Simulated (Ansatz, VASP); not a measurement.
One calculation of Ga, two programs

```
CELL_PARAMETERS angstrom
1.45000 -4.06500 0.00000
1.45000 4.06500 0.00000
0.00000 0.00000 3.17000
ATOMIC_POSITIONS crystal
Ga 0.86700 0.13300 0.25000
Ga 0.13300 0.86700 0.75000
```

Alike in both runs: task single point; functional PBE; k mesh 15 × 15 × 13; occupations fermi-dirac, width 0.05 eV; no spin polarisation.

```csv
,VASP,Ansatz
version,VASP 6.6.1,Ansatz 0.2.0
potentials or method,"VASP PAW PBE potentials, release 64 (Ga_d), cutoff 520 eV","all-electron LAPW, non-relativistic"
```

VASP gave:

| Item | Value |
| --- | --- |
| pressure (GPa) | 1.5 |
| traceless stress, the component that is largest in VASP (GPa) | -1.58 |
| rms of the force components (eV/Å) | 0.116 |

Question: What did Ansatz give for the same quantities?

Answer: Pressure (GPa): 1.6; traceless stress, the component that is largest in VASP (GPa): -1.67; rms of the force components (eV/Å): 0.135.

Atom by atom the forces differ by 0.019 eV/Å (rms over components). Ansatz ran all-electron here, and VASP with PAW potentials.
